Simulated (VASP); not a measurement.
# TiAl (P-6m2) in VASP: further runs, part 2 of 2

VASP 6.6.1. Earlier steps stand in the parts before.

**6. Single point, PBEsol**

This run uses another cell than the first one, of 19.40 Å³/atom.

INCAR

```
SYSTEM = TiAl
PREC = Accurate ; ENCUT = 520
EDIFF = 1E-6 ; ISMEAR = 0
SIGMA = 0.15 ; LREAL = .FALSE.
LASPH = .TRUE. ; NELM = 60
ALGO = Fast ; ISIF = 2
LWAVE = .FALSE. ; LCHARG = .FALSE.
GGA = PS ; NBANDS = 14
```

KPOINTS

```
regular mesh
0
G
  18 18 10
  0 0 0
```

POSCAR

```
TiAl
1.0
    2.9425000000      0.0000000000      0.0000000000
   -1.4712500000      2.5482797506      0.0000000000
    0.0000000000      0.0000000000      5.1735000000
Ti Al
1 1
Direct
    0.0000000000      0.0000000000      0.0000000000
    0.3333333333      0.6666666667      0.5000000000
```

Potentials or basis: VASP PAW PBE potentials, release 64 (Ti_sv, Al).

Command:

```console
$ cat potpaw_PBE.64/Ti_sv/POTCAR potpaw_PBE.64/Al/POTCAR > POTCAR
$ mpirun -np 1 vasp_std > vasp.out
```

OUTCAR:

```text
SYSTEM = TiAl
   PREC = Accurate
   ENCUT = 520
   EDIFF = 1E-6
   ISMEAR = 0
   LREAL = .FALSE.
   LASPH = .TRUE.
   NELM = 60
   ISIF = 2
   GGA = PS

 ion  position               nearest neighbor table
   1  0.000  0.000  0.000-   2 3.09   2 3.09   2 3.09   2 3.09   2 3.09   2 3.09
   2  0.333  0.667  0.500-   1 3.09   1 3.09   1 3.09   1 3.09   1 3.09   1 3.09

  LATTYP: Found a hexagonal cell.
 ALAT       =     2.9425000000
 C/A-ratio  =     1.7581988105

  Lattice vectors:

 A1 = (   2.9425000000,   0.0000000000,   0.0000000000)
 A2 = (  -1.4712500000,   2.5482797506,   0.0000000000)
 A3 = (   0.0000000000,   0.0000000000,   5.1735000000)

Analysis of symmetry for initial positions (statically):
=====================================================================
 Subroutine PRICEL returns:
 Original cell was already a primitive cell.

 Routine SETGRP: Setting up the symmetry group for a
 hexagonal supercell.

 Subroutine GETGRP returns: Found 12 space group operations
 (whereof 12 operations were pure point group operations)
 out of a pool of 24 trial point group operations.

The static configuration has the point symmetry D_3h.

Analysis of symmetry for dynamics (positions and initial velocities):
=====================================================================
 Subroutine PRICEL returns:
 Original cell was already a primitive cell.

 Routine SETGRP: Setting up the symmetry group for a
 hexagonal supercell.

 Subroutine GETGRP returns: Found 12 space group operations
 (whereof 12 operations were pure point group operations)
 out of a pool of 24 trial point group operations.

The dynamic configuration has the point symmetry D_3h.

 Subroutine INISYM returns: Found 12 space group operations
 (whereof 12 operations are pure point group operations),
 and found     1 'primitive' translations

----------------------------------------------------------------------------------------

[... 117 lines left out ...]
   GGA     = PS    functional components
   LHFCALC =     F    Hartree Fock is set to
   AEXX    =    0.0000 exact exchange contribution
   IVDW    =     0    specifies the selected vdW correction
   LEPSILON=     F    determine dielectric tensor
   LRPA    =     F    only Hartree local field effects (RPA)
 non-spin polarized calculation
 RMM-DIIS sequential band-by-band and
 Gauss-broadening in eV      SIGMA  =   0.15
  energy-cutoff  :      520.00
  volume of cell :       38.79
 maximum number of plane-waves:      1070
 NGX is ok and might be reduce to    24
   NGX = 11   NGY = 11   NGZ = 19

 number of electron      15.0000001 magnetization

 Free energy of the ion-electron system (eV)
  ---------------------------------------------------
  ext. energy  EPLUGINS =         0.00000000
  ---------------------------------------------------
  free energy    TOTEN  =       -12.54869391 eV

  energy without entropy =      -12.52226949  energy(sigma->0) =      -12.53548170

 E-fermi :   6.3841     XC(G=0): -10.3928

 val. band max:        6.3830426402   @ k =   0.3333   0.3333   0.3000
 cond. band min:       6.3995113455   @ k =   0.1667   0.1667   0.2000
 fundamental gap:      0.0164687053
 Fermi energy:         6.3840999116

 k-point     1 :       0.0000    0.0000    0.0000
  band No.  band energies     occupation
      1     -50.2499      2.00000
      2     -26.6639      2.00000
      3     -26.2914      2.00000
      4     -26.2914      2.00000
      5      -1.9844      2.00000
      6       3.8651      2.00000
      7       4.1913      2.00000
      8       7.4913      0.00000
      9       7.4913      0.00000
     10       8.8154      0.00000
     11       8.8154      0.00000
     12       8.8336      0.00000
     13      18.6680      0.00000
     14      18.6680      0.00000
[... 377 lines left out ...]
      1     -50.1803      2.00000
      2     -26.7087      2.00000
      3     -26.5957      2.00000
      4     -26.4249      2.00000
      5       2.5478      2.00000
      6       4.6970      2.00000
      7       5.2029      2.00000
      8       5.6747      2.00000
      9       7.8413      0.00000
     10       8.8518      0.00000
     11       9.5222      0.00000
     12      10.2518      0.00000
     13      11.1359      0.00000
     14      11.9139      0.00000

 [... further k-points ...]
[... 5 lines left out ...]
  --------------------------------------------------------------------------------------
  -------------------------------------------------------------------------------------
  Total       -2.6088598     -2.6088598     -4.9801355      0.0000000      0.0000000      0.0000000
  in kB     -107.7490131   -107.7490131   -205.6855167      0.0000000      0.0000000      0.0000000
  external PRESSURE =    -140.3945143 kB  Pullay stress =       0.0000000 kB

 VOLUME and BASIS-vectors are now :
 -----------------------------------------------------------------------------
  energy-cutoff  :      520.00
  volume of cell :       38.79
      direct lattice vectors                 reciprocal lattice vectors
     2.942500000  0.000000000  0.000000000     0.339847069  0.196210797  0.000000000
    -1.471250000  2.548279751  0.000000000     0.000000000  0.392421593  0.000000000
     0.000000000  0.000000000  5.173500000     0.000000000  0.000000000  0.193292742

 POSITION                                       TOTAL-FORCE (eV/Angst)
 -----------------------------------------------------------------------------------
      0.00000      0.00000      0.00000        -0.000000      0.000000      0.000000
     -0.00000      1.69885      2.58675         0.000000      0.000000      0.000000
 -----------------------------------------------------------------------------------
    total drift:                                0.000000     -0.000000      0.000000

  FREE ENERGIE OF THE ION-ELECTRON SYSTEM (eV)
  ---------------------------------------------------
  free  energy   TOTEN  =       -12.5486939086 eV

  energy  without entropy=      -12.5222694874  energy(sigma->0) =      -12.53548170
```

OSZICAR:

```text
N       E                     dE             d eps       ncg     rms          rms(c)
DAV:   1     0.971399252558E+02    0.97140E+02   -0.70114E+03  6216   0.104E+03
DAV:   2    -0.804042228538E+01   -0.10518E+03   -0.10119E+03  6450   0.290E+02
DAV:   3    -0.140903481981E+02   -0.60499E+01   -0.58638E+01  9634   0.656E+01
[... 23 lines left out ...]
RMM:  27    -0.125486885517E+02   -0.23972E-05   -0.25514E-05  6458   0.179E-02    0.144E-03
RMM:  28    -0.125486906734E+02   -0.21217E-05   -0.22212E-05  6774   0.160E-02    0.773E-04
RMM:  29    -0.125486920200E+02   -0.13466E-05   -0.14425E-05  5728   0.137E-02    0.510E-04
RMM:  30    -0.125486931817E+02   -0.11617E-05   -0.12556E-05  6064   0.124E-02    0.242E-04
RMM:  31    -0.125486939086E+02   -0.72690E-06   -0.82393E-06  5143   0.108E-02
   1 F= -.12548694E+02 E0= -.12535482E+02  d E =-.264244E-01
```

It took 5.5 min on 1 thread of Intel Xeon 8259CL, shared host; peak memory 0.26 GiB.

Results:

```yaml
Free_energy: -12.5487 eV
Pressure: -14.0 GPa
Band_gap_on_the_k_mesh: zero (an odd number of electrons rules out a gap without spin polarisation)
```

Caveat: the cell stands under tension; the PAW data sets were made with another functional, which shifts forces and pressure a little.

**7. Single point, PBEsol**

This run uses another cell than the first one, of 20.03 Å³/atom.

INCAR

```
SYSTEM = TiAl
PREC = Accurate ; ENCUT = 520
EDIFF = 1E-6 ; ISMEAR = 0
SIGMA = 0.15 ; LREAL = .False.
LASPH = .True. ; NELM = 60
ALGO = Normal ; ISIF = 2
LWAVE = .False. ; LCHARG = .False.
GGA = PS ; NBANDS = 14
```

KPOINTS

```
Automatic mesh
0
Gamma
  18 18 10
  0 0 0
```

POSCAR

```
TiAl
1.0
    2.9899000000      0.0000000000      0.0000000000
   -1.4949500000      2.5893293548      0.0000000000
    0.0000000000      0.0000000000      5.1735000000
Ti Al
1 1
Direct
    0.0000000000      0.0000000000      0.0000000000
    0.3333333333      0.6666666667      0.5000000000
```

Command:

```console
$ cat potpaw_PBE.64/Ti_sv/POTCAR potpaw_PBE.64/Al/POTCAR > POTCAR
$ mpirun -np 1 vasp_std > vasp.out
```

Run time: 1.9 min. Hardware: 1 thread of Intel Xeon 8259CL, shared host; peak memory 0.26 GiB.

It converged, with:

* Free energy: -12.4551 eV
* Pressure: -15.6 GPa
* Band gap on the k mesh: zero (an odd number of electrons rules out a gap without spin polarisation)

Stress tensor (GPa, compression positive):
```
-12.99   0.00   0.00
  0.00 -12.99   0.00
  0.00   0.00 -20.67
```

Levels at points of the mesh, in eV from the Fermi level:
| k point | band 5 | band 6 | band 7 | band 8 | band 9 | band 10 |
| --- | --- | --- | --- | --- | --- | --- |
| (0.00, 0.00, 0.00) | -8.18 | -2.40 | -2.05 | 1.07 | 1.07 | 2.30 |
| (0.50, 0.00, 0.00) | -3.21 | -2.62 | -1.21 | -0.87 | 1.79 | 3.03 |
| (0.00, 0.00, 0.50) | -7.57 | -4.92 | -0.60 | 1.07 | 1.07 | 2.27 |
| (0.50, 0.00, 0.50) | -3.15 | -2.27 | -1.57 | 0.39 | 0.78 | 1.68 |

Caveat: the cell stands under tension; the PAW data sets were made with another functional, which shifts forces and pressure a little.

**8. Summary**

| cell | gap on the mesh (eV) | pressure (GPa) |
| --- | --- | --- |
| a = 2.876, b = 2.876, c = 4.496 Å, angles 90.0, 90.0, 120.0°, 2 atoms | none | 1.5 |
| a = 2.762, b = 2.762, c = 4.865 Å, angles 90.0, 90.0, 120.0°, 2 atoms | none | 0.7 |
| a = 2.895, b = 2.895, c = 5.173 Å, angles 90.0, 90.0, 120.0°, 2 atoms | none | -12.1 |
| a = 2.990, b = 2.990, c = 4.989 Å, angles 90.0, 90.0, 120.0°, 2 atoms | none | -14.0 |
| a = 2.942, b = 2.942, c = 5.173 Å, angles 90.0, 90.0, 120.0°, 2 atoms | none | -14.0 |
| a = 2.990, b = 2.990, c = 5.173 Å, angles 90.0, 90.0, 120.0°, 2 atoms | none | -15.6 |

Alike in all rows: task single point; level PBEsol; potentials or basis VASP PAW PBE potentials, release 64 (Ti_sv, Al); no spin polarisation; k mesh 18 × 18 × 10; cutoff (eV) 520; smearing gaussian 0.15 eV.

Caveats: the PAW data sets were made with another functional, which shifts forces and pressure a little; the cell stands under tension (at least some runs).

Absolute energies hang on the potentials; compare differences alone.
